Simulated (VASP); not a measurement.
# Al3GaN4 (Pm) in VASP: a series of runs

Al3GaN4 is run at these levels: PBEsol; tasks: single point.

Everything below comes from runs of VASP 6.6.1. Logs are shortened: lines on timing, memory, paths and dates and some standing lists are left out, and cuts for length are marked.

## 1. The cell of the first run

It takes space group Pm (No. 6, monoclinic). Conventional cell: a = 5.096 Å, b = 3.160 Å, c = 5.470 Å, α = 90.00°, β = 90.03°, γ = 90.00°. Within 2.5 Å of Al (site symmetry m) lie 4 N at 1.90 to 1.92 Å. Al (site symmetry m) has 4 N at 1.91 to 1.92 Å within 2.5 Å. Within 2.5 Å of Al (site symmetry m) lie 4 N at 1.91 to 1.93 Å. Ga (site symmetry m) has 4 N at 1.95 to 1.98 Å within 2.6 Å. N (site symmetry m) has 3 Al at 1.91 Å and 1 Ga at 1.98 Å within 2.5 Å. Within 2.5 Å of N (site symmetry m) lie 4 Al at 1.92 Å. Within 2.5 Å of N (site symmetry m) lie 2 Al at 1.90 to 1.91 Å and 2 Ga at 1.95 Å. Within 2.5 Å of N (site symmetry m) lie 3 Al at 1.91 to 1.93 Å and 1 Ga at 1.96 Å.

## 2. Single point, PBEsol (11.01 Å³/atom)

INCAR

```
SYSTEM = Al3GaN4
PREC = Accurate
ENCUT = 520
EDIFF = 1E-6
ISMEAR = 0
SIGMA = 0.02
LREAL = .FALSE.
LASPH = .TRUE.
NELM = 60
ALGO = Normal
ISIF = 2
LWAVE = .FALSE.
LCHARG = .TRUE.
GGA = PS
LELF = .TRUE.
LVHAR = .TRUE.
NBANDS = 31
```

KPOINTS

```
regular mesh
0
G
  6 8 4
  0 0 0
```

POSCAR

```
Al3GaN4
1.0
    5.0964383203      0.0000000000      0.0000942325
    0.0000000000      3.1600209093      0.0000000000
   -0.0032937741      0.0000000000      5.4701286891
Al Ga N
3 1 4
Direct
    0.5001219141      0.5000000000      0.1672959427
    0.0007693022      0.5000000000      0.8347564276
    0.0009413949      0.0000000000      0.3317398246
    0.4994449382      0.0000000000      0.6662490125
    0.1113966812      0.0000000000      0.6663390600
    0.1224890739      0.5000000000      0.1671198496
    0.6252039570      0.5000000000      0.8402071220
    0.6232317384      0.0000000000      0.3262937610
```

Potentials or basis: VASP PAW PBE potentials, release 64 (Al, Ga_d, N).

On the command line:

```bash
$ cat potpaw_PBE.64/Al/POTCAR potpaw_PBE.64/Ga_d/POTCAR potpaw_PBE.64/N/POTCAR > POTCAR
$ mpirun -np 1 vasp_std > vasp.out
```

OUTCAR:

```text
SYSTEM = Al3GaN4
   PREC = Accurate
   ENCUT = 520
   EDIFF = 1E-6
   ISMEAR = 0
   LREAL = .FALSE.
   LASPH = .TRUE.
   NELM = 60
   ISIF = 2
   GGA = PS

 ion  position               nearest neighbor table
   1  0.500  0.500  0.167-   7 1.90   8 1.91   8 1.91   6 1.92   2 3.13   3 3.13   3 3.13   3 3.13
                             3 3.13   2 3.13
   2  0.001  0.500  0.835-   5 1.91   5 1.91   7 1.91   6 1.92   1 3.13   4 3.13   4 3.13   1 3.13
                             4 3.14   4 3.14   3 3.14   3 3.14   3 3.17   3 3.17
   3  0.001  0.000  0.332-   5 1.91   6 1.92   6 1.92   8 1.93   1 3.13   1 3.13   4 3.13   1 3.13
                             1 3.13   2 3.14   2 3.14   2 3.17   2 3.17
   4  0.499  0.000  0.666-   7 1.95   7 1.95   8 1.96   5 1.98   3 3.13   2 3.13   2 3.13   2 3.14
                             2 3.14
   5  0.111  0.000  0.666-   2 1.91   2 1.91   3 1.91   4 1.98
   6  0.122  0.500  0.167-   2 1.92   3 1.92   3 1.92   1 1.92
   7  0.625  0.500  0.840-   1 1.90   2 1.91   4 1.95   4 1.95
   8  0.623  0.000  0.326-   1 1.91   1 1.91   3 1.93   4 1.96

  LATTYP: Found a simple monoclinic cell.
 ALAT       =     5.0964383212
 B/A-ratio  =     0.6200449628
 C/A-ratio  =     1.0733240228
 COS(beta)  =    -0.0005836483

  Lattice vectors:

 A1 = (   5.0964383203,   0.0000000000,   0.0000942325)
 A2 = (   0.0000000000,   3.1600209093,   0.0000000000)
 A3 = (  -0.0032937741,   0.0000000000,   5.4701286891)

Analysis of symmetry for initial positions (statically):
=====================================================================
 Subroutine PRICEL returns:
 Original cell was already a primitive cell.

 Routine SETGRP: Setting up the symmetry group for a
 simple monoclinic supercell.

 Subroutine GETGRP returns: Found  2 space group operations
 (whereof  2 operations were pure point group operations)
 out of a pool of  4 trial point group operations.

The static configuration has the point symmetry C_1h.

Analysis of symmetry for dynamics (positions and initial velocities):
=====================================================================
 Subroutine PRICEL returns:
 Original cell was already a primitive cell.

 Routine SETGRP: Setting up the symmetry group for a
 simple monoclinic supercell.

 Subroutine GETGRP returns: Found  2 space group operations
 (whereof  2 operations were pure point group operations)
 out of a pool of  4 trial point group operations.

The dynamic configuration has the point symmetry C_1h.

[... 115 lines left out ...]
   NFREE  =      0    steps in history (QN), initial steepest desc. (CG)
   ISIF   =      2    stress and relaxation
   ISYM   =      2    0-nonsym 1-usesym 2-fastsym
   POTIM  = 0.5000    time-step for ionic-motion
   TEBEG  =    0.0;   TEEND  =   0.0 temperature during run
   PSTRESS=    0.0 pullay stress
   NELECT =      42.0000    total number of electrons
   NUPDOWN=      -1.0000    fix difference up-down
   EMIN   =  10.00;   EMAX   =-10.00  energy-range for DOS
   EFERMI =   0.00;   METHOD = LEGACY
   ISMEAR =     0;   SIGMA  =   0.02  broadening in eV -4-tet -1-fermi 0-gaus
   EFERMI_NEDOS =   21; number of points for ismear=-14 and -15
   IALGO  =     38    algorithm
   IMIX   =      4    mixing-type and parameters
     AMIX     =   0.40;   BMIX     =  1.00
     AMIX_MAG =   1.60;   BMIX_MAG =  1.00
  volume/ion in A,a.u.               =      11.01        74.31
  Fermi-wavevector in a.u.,A,eV,Ry     =   1.278910  2.416789 22.253821  1.635610
  Thomas-Fermi vector in A             =   2.411425
   LORBIT       =      0    0 simple, 1 ext, 2 COOP (PROOUT), +10 PAW based schemes
   GGA     = PS    functional components
   LHFCALC =     F    Hartree Fock is set to
   AEXX    =    0.0000 exact exchange contribution
   IVDW    =     0    specifies the selected vdW correction
   LEPSILON=     F    determine dielectric tensor
   LRPA    =     F    only Hartree local field effects (RPA)
 non-spin polarized calculation
 Gauss-broadening in eV      SIGMA  =   0.02
  energy-cutoff  :      520.00
  volume of cell :       88.10
 maximum number of plane-waves:      2396
 NGX is ok and might be reduce to    40
   NGX = 19   NGY = 11   NGZ = 21

 number of electron      41.9999992 magnetization

 Free energy of the ion-electron system (eV)
  ---------------------------------------------------
  ext. energy  EPLUGINS =         0.00000000
  ---------------------------------------------------
  free energy    TOTEN  =       -60.02192703 eV

  energy without entropy =      -60.02192703  energy(sigma->0) =      -60.02192703

 E-fermi :   5.6250     XC(G=0): -11.1847

 val. band max:        5.4855289601   @ k =   0.0000   0.0000   0.0000
 cond. band min:       8.7481250631   @ k =   0.0000   0.0000   0.0000
 fundamental gap:      3.2625961030
 Fermi energy:         5.6249787385

 k-point     1 :       0.0000    0.0000    0.0000
  band No.  band energies     occupation
      1      -9.6517      2.00000
      2      -8.3771      2.00000
      3      -8.3277      2.00000
      4      -7.4097      2.00000
      5      -7.3305      2.00000
      6      -7.2465      2.00000
[... 805 lines left out ...]
     30      15.9470      0.00000
     31      16.5445      0.00000

 [... further k-points ...]

------------------------ aborting loop because EDIFF is reached ----------------------------------------

  FORCE on cell =-STRESS in cart. coord.  units (eV):
  Direction    XX          YY          ZZ          XY          YZ          ZX
  --------------------------------------------------------------------------------------
  -------------------------------------------------------------------------------------
  Total       -3.0628044     -3.0829965     -3.0846292      0.0000000      0.0000000     -0.0034537
  in kB      -55.7026130    -56.0698433    -56.0995370      0.0000000      0.0000000     -0.0628119
  external PRESSURE =     -55.9573311 kB  Pullay stress =       0.0000000 kB

 VOLUME and BASIS-vectors are now :
 -----------------------------------------------------------------------------
  energy-cutoff  :      520.00
  volume of cell :       88.10
      direct lattice vectors                 reciprocal lattice vectors
     5.096438320  0.000000000  0.000094232     0.196215460  0.000000000  0.000118149
     0.000000000  3.160020909  0.000000000     0.000000000  0.316453602  0.000000000
    -0.003293774  0.000000000  5.470128689    -0.000003380  0.000000000  0.182811054

 POSITION                                       TOTAL-FORCE (eV/Angst)
 -----------------------------------------------------------------------------------
      2.54829      1.58001      0.91518         0.001958      0.000000     -0.002142
      0.00117      1.58001      4.56623        -0.005182      0.000000      0.000636
      0.00371      0.00000      1.81466        -0.002032      0.000000      0.001155
      2.54320      0.00000      3.64451         0.002070      0.000000      0.007167
      0.56553      0.00000      3.64497         0.006674      0.000000      0.000099
      0.62371      1.58001      0.91418         0.000998      0.000000     -0.002579
      3.18355      1.58001      4.59610        -0.003707      0.000000     -0.009068
      3.17519      0.00000      1.78493        -0.000780      0.000000      0.004734
 -----------------------------------------------------------------------------------
    total drift:                               -0.000155      0.000000      0.000066

  FREE ENERGIE OF THE ION-ELECTRON SYSTEM (eV)
  ---------------------------------------------------
  free  energy   TOTEN  =       -60.0219270337 eV

  energy  without entropy=      -60.0219270337  energy(sigma->0) =      -60.02192703
```

OSZICAR:

```text
N       E                     dE             d eps       ncg     rms          rms(c)
DAV:   1     0.330996673062E+03    0.33100E+03   -0.19105E+04  4728   0.169E+03
DAV:   2    -0.215720114007E+02   -0.35257E+03   -0.32694E+03  5191   0.465E+02
DAV:   3    -0.665714547759E+02   -0.44999E+02   -0.44427E+02  4951   0.129E+02
DAV:   4    -0.683939544691E+02   -0.18225E+01   -0.18156E+01  5909   0.295E+01
DAV:   5    -0.684328191859E+02   -0.38865E-01   -0.38849E-01  5213   0.396E+00    0.158E+01
DAV:   6    -0.600178516044E+02    0.84150E+01   -0.26129E+01  6888   0.492E+01    0.547E+00
DAV:   7    -0.601049196493E+02   -0.87068E-01   -0.25314E+00  5175   0.962E+00    0.394E+00
DAV:   8    -0.600479901920E+02    0.56929E-01   -0.38031E-01  5938   0.548E+00    0.953E-01
DAV:   9    -0.600213327994E+02    0.26657E-01   -0.92727E-02  6752   0.396E+00    0.446E-01
DAV:  10    -0.600217101350E+02   -0.37734E-03   -0.12748E-02  5200   0.637E-01    0.202E-01
DAV:  11    -0.600219214762E+02   -0.21134E-03   -0.60793E-04  6440   0.194E-01    0.327E-02
DAV:  12    -0.600219259603E+02   -0.44840E-05   -0.85715E-05  5414   0.615E-02    0.162E-02
DAV:  13    -0.600219270916E+02   -0.11314E-05   -0.80208E-06  5682   0.233E-02    0.860E-03
DAV:  14    -0.600219270337E+02    0.57917E-07   -0.14381E-06  3846   0.105E-02
   1 F= -.60021927E+02 E0= -.60021927E+02  d E =-.453032E-25
```

stdout:

```text
POSCAR found type information on POSCAR AlGaN
 POSCAR found :  3 types and       8 ions
 scaLAPACK will be used
 -----------------------------------------------------------------------------
|                                                                             |
|                                                                             |
|     You enforced a specific xc type in the INCAR file but a different       |
|     I HOPE YOU KNOW WHAT YOU ARE DOING!                                     |
|                                                                             |
 -----------------------------------------------------------------------------

 LDA part: xc-table for (Slater+PW92), standard interpolation
 POSCAR, INCAR and KPOINTS ok, starting setup
 FFT: planning ... GRIDC
 FFT: planning ... GRID_SOFT
 FFT: planning ... GRID
 WAVECAR not read
 entering main loop
```

Run time: 64 s. Hardware: 1 thread of Intel Xeon 6975P-C (Granite Rapids), shared host; peak memory 0.29 GiB.

Results:

```
Free energy            : -60.0219 eV
Pressure               : -5.6 GPa
Largest force          : 0.010 eV/Å
Band gap on the k mesh : 3.26 eV
```

Forces on the atoms (eV/Å):
```
Al   0.002  0.000 -0.002
Al  -0.005  0.000  0.001
Al  -0.002  0.000  0.001
Ga   0.002  0.000  0.007
N    0.007  0.000  0.000
N    0.001  0.000 -0.003
N   -0.004  0.000 -0.009
N   -0.001  0.000  0.005
```

Caveat: the cell stands under tension; the PAW data sets were made with another functional, which shifts forces and pressure a little.

## 3. Single point, PBEsol (strain along c alone, the other axes held: -3.0 %, then relaxed in part)

INCAR

```
SYSTEM = Al3GaN4
  PREC = Accurate
  ENCUT = 520
  EDIFF = 1E-6
  ISMEAR = 0
  SIGMA = 0.02
  LREAL = .FALSE.
  LASPH = .TRUE.
  NELM = 60
  ALGO = Normal
  ISIF = 2
  LWAVE = .FALSE.
  LCHARG = .FALSE.
  GGA = PS
  NBANDS = 31
```

KPOINTS

```
Automatic mesh
0
G
  6 8 4
  0 0 0
```

POSCAR

```
Al3GaN4
1.0
    5.0434079197      0.0000000000      0.0000869255
    0.0000000000      3.1300738974      0.0000000000
   -0.0030193388      0.0000000000      5.2554522605
Al Ga N
3 1 4
Direct
    0.4991677007      0.5000000000      0.1683164839
   -0.0003691360      0.5000000000      0.8340723944
   -0.0001449893      0.0000000000      0.3305553354
    0.4974952920      0.0000000000      0.6673399548
    0.1121660057      0.0000000000      0.6695660405
    0.1240816039      0.5000000000      0.1703626966
    0.6266169710      0.5000000000      0.8369199220
    0.6245855523      0.0000000000      0.3228681723
```

Potentials or basis: VASP PAW PBE potentials, release 64 (Al, Ga_d, N).

On the command line:

```bash
$ cat potpaw_PBE.64/Al/POTCAR potpaw_PBE.64/Ga_d/POTCAR potpaw_PBE.64/N/POTCAR > POTCAR
$ mpirun -np 1 vasp_std > vasp.out
```

It took 80 s on 1 thread of Intel Xeon Platinum 8559C (Emerald Rapids), shared host; peak memory 0.29 GiB.

Results (log left out):

| Item | Value |
| --- | --- |
| Free energy | -59.9749 eV |
| Pressure | 6.4 GPa |
| Largest force | 0.021 eV/Å |
| Band gap on the k mesh | 3.65 eV |

Forces in eV/Å, atoms in the order of the input:
```
Al  -0.001  0.000  0.002
Al  -0.003  0.000  0.000
Al  -0.003  0.000 -0.004
Ga   0.007  0.000  0.004
N    0.011  0.000  0.002
N    0.003  0.000  0.002
N   -0.009  0.000 -0.018
N   -0.005  0.000  0.013
```

Stress tensor (GPa, compression positive):
```
 3.19  0.00  0.03
 0.00  4.58  0.00
 0.03  0.00 11.48
```

Levels at points of the mesh, in eV from the valence-band top:
```
           k point  band 19  band 20  band 21  band 22  band 23  band 24
(0.00, 0.00, 0.00)    -0.16    -0.12     0.00     3.65     5.26     5.65
(0.50, 0.00, 0.00)    -0.56    -0.38    -0.20     4.77     5.13     5.84
(0.00, 0.50, 0.00)    -1.91    -1.68    -1.62     5.54     5.56     7.75
(0.50, 0.50, 0.00)    -1.32    -1.32    -1.09     6.12     6.48     6.49
(0.00, 0.00, 0.50)    -0.68    -0.47    -0.39     5.57     5.80     6.94
(0.50, 0.00, 0.50)    -1.37    -1.34    -0.94     5.88     6.11     6.29
(0.00, 0.50, 0.50)    -2.05    -0.76    -0.59     5.39     5.55     5.94
(0.50, 0.50, 0.50)    -1.48    -1.36    -1.32     4.65     5.07     5.11
```

Caveat: the cell differs from its parent crystal (strain along c alone, the other axes held: -3.0 %, then relaxed in part); the cell stands under pressure; the PAW data sets were made with another functional, which shifts forces and pressure a little. A k mesh can miss the band edges.

[end of part 1 of 2]
